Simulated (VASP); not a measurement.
Set up this calculation in VASP 6.6.1, as the native input.

| Property | Result |
| --- | --- |
| Task | single point |
| Functional | PBE |
| Potentials or basis | VASP PAW PBE potentials, release 64 (Li_sv, Gd, Ti_sv) |
| Cutoff | 520 eV |
| k mesh | 6 × 6 × 4 |
| Occupations | fermi-dirac, width 0.1 eV |
| Spin | collinear spin, ferrimagnetic start |
| Starting moments | [0.0, 0.0, 0.0, 7.0, -1.0, 1.0] μB |
| Hubbard terms | Gd f U = 3.18 eV |
| Dipole correction | no |
| Further INCAR settings | ALGO = Normal; EDIFF = 1e-06; NBANDS = 38 |

The structure of Li3GdTi2 lies in POSCAR:

```
Li3GdTi2
1.0
    4.2014579300      0.0000000000      0.0000000000
   -2.1007289600      3.6385732900      0.0000000000
    0.0000000000      0.0000000000      6.7415478300
Li Gd Ti
3 1 2
Direct
    0.3333000000      0.6667000000      0.6460000000
    0.6667000000      0.3333000000      0.3540000000
    0.0000000000      0.0000000000      0.5000000000
    0.0000000000      0.0000000000      0.0000000000
    0.3333000000      0.6667000000      0.2557500000
    0.6667000000      0.3333000000      0.7442500000
```

These files were run (other wordings do the same):

INCAR

```
SYSTEM = Li3GdTi2
PREC = Accurate
ENCUT = 520
EDIFF = 1E-6
ISMEAR = -1
SIGMA = 0.1
LREAL = .FALSE.
LASPH = .TRUE.
NELM = 150
ALGO = Normal
ISIF = 2
LWAVE = .FALSE.
LCHARG = .FALSE.
ISPIN = 2
MAGMOM = 0 0 0 7 -1 1
LORBIT = 11
LMAXMIX = 6
LDAU = .TRUE.
LDAUTYPE = 2
LDAUL = -1 3 -1
LDAUU = 0 3.18 0
LDAUJ = 0 0 0
LDAUPRINT = 1
GGA = PE
NBANDS = 38
```

KPOINTS

```
Automatic mesh
0
G
  6 6 4
  0 0 0
```

Potentials or basis: VASP PAW PBE potentials, release 64 (Li_sv, Gd, Ti_sv).

Launch:

```console
$ cat potpaw_PBE.64/Li_sv/POTCAR potpaw_PBE.64/Gd/POTCAR potpaw_PBE.64/Ti_sv/POTCAR > POTCAR
$ mpirun -np 1 vasp_std > vasp.out
```

It gave:

```json
{
 "Largest force": "0.366 eV/Å",
 "Net moment": "10.09 μB per cell",
 "Site moments": "Li +0.01, -0.00 (each value once); Gd +7.18; Ti +0.86, +0.85 μB",
 "Valence electrons inside the program's atomic spheres": "Li 2.17, 2.14 (each value once); Gd 15.30; Ti 10.23"
}
```

Wall time 26 min on 1 thread of Intel Xeon 8259CL, with other jobs on the host, peak memory 0.48 GiB.
